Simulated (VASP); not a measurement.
Here is a VASP 6.6.1 calculation.

File INCAR:

```
SYSTEM = ReBi
PREC = Accurate ; ENCUT = 520
EDIFF = 1E-7 ; ISMEAR = -1
SIGMA = 0.05 ; LREAL = .FALSE.
LASPH = .TRUE. ; NELM = 60
ALGO = Normal ; ISIF = 2
LWAVE = .FALSE. ; LCHARG = .FALSE.
GGA = PE ; NBANDS = 18
```

The input KPOINTS:

```
Automatic mesh
0
G
  11 11 11
  0 0 0
```

POSCAR

```
ReBi
1.0
    2.6952071349      0.0000000000      0.0000000000
    0.0000000000      2.6952071349      0.0000000000
    0.0000000000      0.0000000000      2.6952071349
Re Bi
1 1
Direct
    0.0000000000      0.0000000000      0.0000000000
    0.5000000000      0.5000000000      0.5000000000
```

Potentials or basis: VASP PAW PBE potentials, release 64 (Re, Bi_d).

The run is started by

```console
$ cat potpaw_PBE.64/Re/POTCAR potpaw_PBE.64/Bi_d/POTCAR > POTCAR
$ mpirun -np 1 vasp_std > vasp.out
```

Task: Predict the pressure.

Result: 599.0 GPa.

Task: Predict the band gap on the k mesh.

Result: Zero (bands 11 and 12 overlap by 2.66 eV).

Caveat: the cell stands under pressure; spin-orbit coupling is left out, which moves the levels of the heavy elements.
